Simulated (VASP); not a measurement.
A run of VASP 6.6.1:

INCAR

```
ALGO = Normal
EDIFF = 1E-6
EDIFFG = -0.005
ENCUT = 600
GGA = PE
IBRION = 2
ISIF = 4
ISMEAR = -1
LASPH = True
LCHARG = False
LREAL = False
LWAVE = False
NELM = 80
NSW = 50
PREC = Accurate
SIGMA = 0.1
```

Contents of KPOINTS:

```
k-points
0
Gamma
  15 15 14
```

File POSCAR:

```
Sc
1.0
    2.4010871322      0.0000000000      0.0000000000
   -1.2005435661      2.0794024532      0.0000000000
    0.0000000000      0.0000000000      2.2847091714
Sc
1
Direct
    0.0000000000      0.0000000000      0.0000000000
```

Potentials or basis: VASP PAW PBE potentials, release 64 (Sc_sv).

The run is started by

```sh
$ cat potpaw_PBE.64/Sc_sv/POTCAR > POTCAR
$ mpirun -np 1 vasp_std > vasp.out
```

Hardware: 1 thread of Intel(R) Xeon(R) Platinum 8259CL CPU @ 2.50GHz (Skylake/Cascade Lake), with other jobs on the host.

**Question.** How long does it take, and how much memory?

**Answer.** Run time: 76 s on 1 thread of Intel(R) Xeon(R) Platinum 8259CL CPU @ 2.50GHz (Skylake/Cascade Lake) (shared host), peak memory 0.15 GiB. Counts: scf iterations 50, k points 216, ion steps 16.
